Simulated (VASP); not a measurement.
A run of VASP 6.6.1 is set up as follows.

Contents of INCAR:

```
PREC = Accurate
ENCUT = 600
EDIFF = 1E-7
ISMEAR = 0
SIGMA = 0.1
LREAL = F
LASPH = T
NELM = 100
ALGO = Fast
ISIF = 3
LWAVE = F
LCHARG = F
GGA = PE
IBRION = 2
NSW = 100
EDIFFG = -0.01
```

KPOINTS

```
Automatic mesh
0
Gamma
  10 10 10
```

POSCAR

```
In3H
1.0
    4.5299760447      0.0000000000      0.0000000000
    0.0000000000      4.5299760447      0.0000000000
    0.0000000000      0.0000000000      4.5299760447
In H
3 1
Direct
    0.0000000000      0.5000000000      0.5000000000
    0.5000000000      0.0000000000      0.5000000000
    0.5000000000      0.5000000000      0.0000000000
    0.0000000000      0.0000000000      0.0000000000
```

Potentials or basis: VASP PAW PBE potentials, release 64 (In_d, H).

The run is started by

```console
$ cat potpaw_PBE.64/In_d/POTCAR potpaw_PBE.64/H/POTCAR > POTCAR
$ mpirun -np 1 vasp_std > vasp.out
```

Task: Estimate the band gap on the k mesh.

Result: Zero (bands 20 and 21 overlap by 3.21 eV).

Task: Predict the space group after relaxing (to 0.1 Å).

Result: Pm-3m (No. 221).

Task: Estimate the relaxed cell.

Result: a = 4.503 Å, b = 4.503 Å, c = 4.503 Å, α = 90.00°, β = 90.00°, γ = 90.00°.

Task: Predict the relaxed volume.

Result: 22.83 Å³/atom.

Final structure:
```cif
data_structure
_symmetry_space_group_name_H-M 'P 1'
_symmetry_Int_Tables_number 1
_cell_length_a 4.5033
_cell_length_b 4.5033
_cell_length_c 4.5033
_cell_angle_alpha 90.000
_cell_angle_beta 90.000
_cell_angle_gamma 90.000
_cell_volume 91.32
loop_
_atom_site_label
_atom_site_type_symbol
_atom_site_fract_x
_atom_site_fract_y
_atom_site_fract_z
_atom_site_occupancy
In1 In 0.00000 0.50000 0.50000 1
In2 In 0.50000 0.00000 0.50000 1
In3 In 0.50000 0.50000 0.00000 1
H1 H 0.00000 0.00000 0.00000 1
```

Caveat: spin-orbit coupling is left out, which moves the levels of the heavy elements.
